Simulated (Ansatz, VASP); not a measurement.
# TiC in VASP and in Ansatz

File INCAR:

```
PREC = Accurate
ENCUT = 520
EDIFF = 1E-6
ISMEAR = 0
SIGMA = 0.15
LREAL = False
LASPH = True
NELM = 100
ALGO = Normal
ISIF = 2
LWAVE = False
LCHARG = False
GGA = PE
NBANDS = 15
```

Contents of KPOINTS:

```
regular mesh
0
Gamma
  18 18 18
```

The input POSCAR:

```
TiC
1.0
    0.0000000000      2.2505600000      2.1640000000
    2.0774400000      0.0000000000      2.1640000000
    2.0774400000      2.2505600000      0.0000000000
Ti C
1 1
Direct
    0.0000000000      0.0000000000      0.0000000000
    0.5000000000      0.5000000000      0.5000000000
```

Input for Ansatz:

```yaml
crystal:
  lattice:
    - [0.0, 2.25056, 2.164]
    - [2.07744, 0.0, 2.164]
    - [2.07744, 2.25056, 0.0]
  atoms:
    - { symbol: Ti, position: [0.0, 0.0, 0.0] }
    - { symbol: C, position: [0.5, 0.5, 0.5] }
basis:
  ecutwfc: 420
kpoints:
  mp_grid: { grid: [18, 18, 18] }
hamiltonian:
  xc: pbe
scf:
  occupations: { method: gaussian, width: 0.15 }
output:
  forces: true
  stress: true
  eigenvalues: true
```

Change from the starting cell: strain -0.0400 x Voigt [1, -1, 0, 0, 0, 0], atoms carried along.

Alike in both runs: task single point; functional PBE; k mesh 18 × 18 × 18; occupations gaussian, width 0.15 eV; no spin polarisation.

```csv
,VASP,Ansatz
version,VASP 6.6.1,Ansatz 0.2.0
potentials or method,"VASP PAW PBE potentials, release 64 (Ti_sv, C), cutoff 520 eV","scalar-relativistic, plane waves, PAW"
valence electrons in the cell,16,16
```

VASP gave:

```
gap on the k mesh at the Fermi level (eV)                     : none
pressure (GPa)                                                : 3.8
traceless stress, the component that is largest in VASP (GPa) : 17.58
```

Task: What did Ansatz give for the same quantities?

Result: gap on the k mesh at the Fermi level (eV): none; pressure (GPa): 3.6; traceless stress, the component that is largest in VASP (GPa): 17.48.

A gap of «none» marks a metal or a gap that the smearing closes.
